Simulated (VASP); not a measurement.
# Pd (Im-3m) in VASP: single point with PBE

Aim: the single point of Pd with PBE.

Everything below comes from runs of VASP 6.6.1. Logs are shortened: lines on timing, memory, paths and dates and some standing lists are left out, and cuts for length are marked.

## 1. The cell of the first run

It takes space group Im-3m (No. 229, cubic). Conventional cell: a = 3.210 Å, b = 3.210 Å, c = 3.210 Å, α = 90.00°, β = 90.00°, γ = 90.00°. Pd (site symmetry m-3m) has 14 Pd at 2.78 to 3.21 Å within 3.7 Å.

## 2. Single point, PBE

The input, INCAR:

```
PREC = Accurate
ENCUT = 520
EDIFF = 1E-6
ISMEAR = 0
SIGMA = 0.1
LREAL = F
LASPH = T
NELM = 80
ALGO = Fast
ISIF = 2
LWAVE = F
LCHARG = F
GGA = PE
NBANDS = 11
```

The input, KPOINTS:

```
Automatic mesh
0
Gamma
  8 8 8
```

The input, POSCAR:

```
Pd
1.0
   -1.6047988707      1.6047988707      1.6047988707
    1.6047988707     -1.6047988707      1.6047988707
    1.6047988707      1.6047988707     -1.6047988707
Pd
1
Direct
    0.0000000000      0.0000000000      0.0000000000
```

Potentials or basis: VASP PAW PBE potentials, release 64 (Pd).

On the command line:

```sh
$ cat potpaw_PBE.64/Pd/POTCAR > POTCAR
$ mpirun -np 1 vasp_std > vasp.out
```

OUTCAR:

```text
PREC = Accurate
   ENCUT = 520
   EDIFF = 1E-6
   ISMEAR = 0
   LREAL = F
   LASPH = T
   NELM = 80
   ISIF = 2
   GGA = PE

 ion  position               nearest neighbor table
   1  0.000  0.000  0.000-

  LATTYP: Found a body centered cubic cell.
 ALAT       =     3.2095977414

  Lattice vectors:

 A1 = (  -1.6047988707,   1.6047988707,   1.6047988707)
 A2 = (   1.6047988707,  -1.6047988707,   1.6047988707)
 A3 = (   1.6047988707,   1.6047988707,  -1.6047988707)

Analysis of symmetry for initial positions (statically):
=====================================================================
 Subroutine PRICEL returns:
 Original cell was already a primitive cell.

 Routine SETGRP: Setting up the symmetry group for a
 body centered cubic supercell.

 Subroutine GETGRP returns: Found 48 space group operations
 (whereof 48 operations were pure point group operations)
 out of a pool of 48 trial point group operations.

The static configuration has the point symmetry O_h .

Analysis of symmetry for dynamics (positions and initial velocities):
=====================================================================
 Subroutine PRICEL returns:
 Original cell was already a primitive cell.

 Routine SETGRP: Setting up the symmetry group for a
 body centered cubic supercell.

 Subroutine GETGRP returns: Found 48 space group operations
 (whereof 48 operations were pure point group operations)
 out of a pool of 48 trial point group operations.

The dynamic configuration has the point symmetry O_h .

 Subroutine INISYM returns: Found 48 space group operations
 (whereof 48 operations are pure point group operations),
 and found     1 'primitive' translations

----------------------------------------------------------------------------------------

                                     Primitive cell

  volume of cell :      16.5319

  direct lattice vectors                    reciprocal lattice vectors
    -1.604798871  1.604798871  1.604798871     0.000000000  0.311565523  0.311565523
     1.604798871 -1.604798871  1.604798871     0.311565523  0.000000000  0.311565523
     1.604798871  1.604798871 -1.604798871     0.311565523  0.311565523  0.000000000

  length of vectors
     2.779593180  2.779593180  2.779593180     0.440620189  0.440620189  0.440620189

  position of ions in fractional coordinates (direct lattice)
     0.000000000  0.000000000  0.000000000

  ion indices of the primitive-cell ions
   primitive index   ion index
                 1           1

----------------------------------------------------------------------------------------

[... 75 lines left out ...]
   ISIF   =      2    stress and relaxation
   ISYM   =      2    0-nonsym 1-usesym 2-fastsym
   POTIM  = 0.5000    time-step for ionic-motion
   TEBEG  =    0.0;   TEEND  =   0.0 temperature during run
   PSTRESS=    0.0 pullay stress
   NELECT =      10.0000    total number of electrons
   NUPDOWN=      -1.0000    fix difference up-down
   EMIN   =  10.00;   EMAX   =-10.00  energy-range for DOS
   EFERMI =   0.00;   METHOD = LEGACY
   ISMEAR =     0;   SIGMA  =   0.10  broadening in eV -4-tet -1-fermi 0-gaus
   EFERMI_NEDOS =   21; number of points for ismear=-14 and -15
   IALGO  =     68    algorithm
   IMIX   =      4    mixing-type and parameters
     AMIX     =   0.40;   BMIX     =  1.00
     AMIX_MAG =   1.60;   BMIX_MAG =  1.00
  volume/ion in A,a.u.               =      16.53       111.56
  Fermi-wavevector in a.u.,A,eV,Ry     =   1.384525  2.616373 26.081147  1.916910
  Thomas-Fermi vector in A             =   2.509021
   LORBIT       =      0    0 simple, 1 ext, 2 COOP (PROOUT), +10 PAW based schemes
   GGA     = PE    functional components
   LHFCALC =     F    Hartree Fock is set to
   AEXX    =    0.0000 exact exchange contribution
   IVDW    =     0    specifies the selected vdW correction
   LEPSILON=     F    determine dielectric tensor
   LRPA    =     F    only Hartree local field effects (RPA)
 non-spin polarized calculation
 RMM-DIIS sequential band-by-band and
 Gauss-broadening in eV      SIGMA  =   0.10
  energy-cutoff  :      520.00
  volume of cell :       16.53
 maximum number of plane-waves:       466
 NGX is ok and might be reduce to    24
   NGX = 11   NGY = 11   NGZ = 11

 number of electron      10.0000000 magnetization

 number of electron       9.9999998 magnetization

 Free energy of the ion-electron system (eV)
  ---------------------------------------------------
  ext. energy  EPLUGINS =         0.00000000
  ---------------------------------------------------
  free energy    TOTEN  =        -5.12228836 eV

  energy without entropy =       -5.11191108  energy(sigma->0) =       -5.11709972

 E-fermi :   7.9419     XC(G=0): -12.4806

 val. band max:        7.9379331346   @ k =  -0.3750   0.5000   0.1250
 cond. band min:       7.9691202416   @ k =  -0.3750   0.5000   0.2500
 fundamental gap:      0.0311871071
 Fermi energy:         7.9418998770

 k-point     1 :       0.0000    0.0000    0.0000
  band No.  band energies     occupation
      1       1.6919      2.00000
      2       5.4997      2.00000
      3       5.4997      2.00000
      4       5.4997      2.00000
      5       7.1800      2.00000
      6       7.1800      2.00000
      7      27.0786      0.00000
      8      27.0786      0.00000
      9      27.0786      0.00000
     10      34.4749      0.00000
     11      34.4757      0.00000
[... 309 lines left out ...]
 k-point    24 :      -0.3750    0.3750    0.2500
  band No.  band energies     occupation
      1       4.4679      2.00000
      2       4.8111      2.00000
      3       6.0582      2.00000
      4       6.5552      2.00000
      5       7.7130      1.99879
      6      10.7297      0.00000
      7      19.0413      0.00000
      8      21.4283      0.00000
      9      23.8767      0.00000
     10      26.2246      0.00000
     11      33.7521      0.00000

 [... further k-points ...]
[... 5 lines left out ...]
  --------------------------------------------------------------------------------------
  -------------------------------------------------------------------------------------
  Total       -0.9473798     -0.9473798     -0.9473798      0.0000000      0.0000000      0.0000000
  in kB      -91.8148427    -91.8148427    -91.8148427      0.0000000      0.0000000      0.0000000
  external PRESSURE =     -91.8148427 kB  Pullay stress =       0.0000000 kB

 VOLUME and BASIS-vectors are now :
 -----------------------------------------------------------------------------
  energy-cutoff  :      520.00
  volume of cell :       16.53
      direct lattice vectors                 reciprocal lattice vectors
    -1.604798871  1.604798871  1.604798871     0.000000000  0.311565523  0.311565523
     1.604798871 -1.604798871  1.604798871     0.311565523  0.000000000  0.311565523
     1.604798871  1.604798871 -1.604798871     0.311565523  0.311565523  0.000000000

 POSITION                                       TOTAL-FORCE (eV/Angst)
 -----------------------------------------------------------------------------------
      0.00000      0.00000      0.00000         0.000000      0.000000      0.000000
 -----------------------------------------------------------------------------------
    total drift:                               -0.000000      0.000000     -0.000000

  FREE ENERGIE OF THE ION-ELECTRON SYSTEM (eV)
  ---------------------------------------------------
  free  energy   TOTEN  =        -5.1222883598 eV

  energy  without entropy=       -5.1119110776  energy(sigma->0) =       -5.11709972
```

OSZICAR:

```text
N       E                     dE             d eps       ncg     rms          rms(c)
DAV:   1     0.416878957339E+02    0.41688E+02   -0.50631E+03   646   0.836E+02
DAV:   2    -0.476029803236E+01   -0.46448E+02   -0.45075E+02   722   0.178E+02
DAV:   3    -0.534796521488E+01   -0.58767E+00   -0.58319E+00   745   0.208E+01
DAV:   4    -0.535098894536E+01   -0.30237E-02   -0.30230E-02   763   0.155E+00
DAV:   5    -0.535102718666E+01   -0.38241E-04   -0.38241E-04   781   0.156E-01    0.554E+00
RMM:   6    -0.512967173397E+01    0.22136E+00   -0.33805E-01   655   0.532E+00    0.270E+00
RMM:   7    -0.512450216250E+01    0.51696E-02   -0.52119E-03   714   0.820E-01    0.151E+00
RMM:   8    -0.512228649487E+01    0.22157E-02   -0.64681E-04   715   0.232E-01    0.631E-02
RMM:   9    -0.512228385875E+01    0.26361E-05   -0.70954E-05   788   0.712E-02    0.182E-02
RMM:  10    -0.512228802766E+01   -0.41689E-05   -0.18983E-05   762   0.332E-02    0.312E-03
RMM:  11    -0.512228835978E+01   -0.33212E-06   -0.63985E-06   723   0.173E-02
   1 F= -.51222884E+01 E0= -.51170997E+01  d E =-.103773E-01
```

Run time: 5 s. Hardware: 1 thread of Intel Xeon 8259CL, shared host; peak memory 0.13 GiB.

What came out:

| Quantity | Value |
| --- | --- |
| Free energy | -5.1223 eV |
| Pressure | -9.2 GPa |
| Band gap on the k mesh | zero (band 5 reaches 8.46 eV, above the bottom of band 6 at 7.18 eV) |
